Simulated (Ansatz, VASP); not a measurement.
**SiC in VASP and in Ansatz**

Contents of POSCAR:

```
SiC
1.0
    0.0000000000      2.1737000000      2.1737000000
    2.1737000000      0.0000000000      2.1737000000
    2.1737000000      2.1737000000      0.0000000000
Si C
1 1
Direct
    0.0000000000      0.0000000000      0.0000000000
    0.2500000000      0.2500000000      0.2500000000
```

The input INCAR.step1:

```
SYSTEM = SiC
PREC = Accurate
ENCUT = 520
EDIFF = 1E-5
ISMEAR = 0
SIGMA = 0.02
LREAL = .False.
LASPH = .True.
NELM = 80
ALGO = Normal
ISIF = 2
LWAVE = .True.
LCHARG = .False.
NBANDS = 11
GGA = PE
```

The input INCAR.step2:

```
SYSTEM = SiC
PREC = Accurate
ENCUT = 520
EDIFF = 1E-7
ISMEAR = 0
SIGMA = 0.02
LREAL = .False.
LASPH = .True.
NELM = 80
ALGO = Normal
ISIF = 2
LWAVE = .False.
LCHARG = .False.
GGA = PE
LHFCALC = .True.
AEXX = 0.25
PRECFOCK = Normal
NBANDS = 11
ISTART = 1
```

Contents of KPOINTS:

```
regular mesh
0
Gamma
  6 6 6
  0 0 0
```

Input for Ansatz:

```yaml
crystal:
  lattice:
    - [0.0, 2.1737, 2.1737]
    - [2.1737, 0.0, 2.1737]
    - [2.1737, 2.1737, 0.0]
  atoms:
    - { symbol: Si, position: [0.0, 0.0, 0.0] }
    - { symbol: C, position: [0.25, 0.25, 0.25] }
basis:
  ecutwfc: 420
kpoints:
  mp_grid: { grid: [6, 6, 6] }
hamiltonian:
  xc: pbe0
scf:
  occupations: { method: gaussian, width: 0.02 }
output:
  forces: true
  stress: true
  eigenvalues: true
```

Alike in both runs: task single point; functional PBE0; k mesh 6 × 6 × 6; occupations gaussian, width 0.02 eV; no spin polarisation.

|  | VASP | Ansatz |
| --- | --- | --- |
| version | VASP 6.6.1 | Ansatz 0.2.0 |
| potentials or method | VASP PAW PBE potentials, release 64 (Si, C), cutoff 520 eV | scalar-relativistic, plane waves, PAW |
| valence electrons in the cell | 8 | 8 |

Ansatz gave:

```
gap on the k mesh at the Fermi level (eV) : 2.95
least direct gap on the mesh (eV)         : 6.47
pressure (GPa)                            : 0.1
```

Q: Which values does VASP return?

A: gap on the k mesh at the Fermi level (eV): 2.98; least direct gap on the mesh (eV): 6.50; pressure (GPa): -0.3.

Ansatz's warnings: stress exchange threshold loose, stress scf threshold loose.
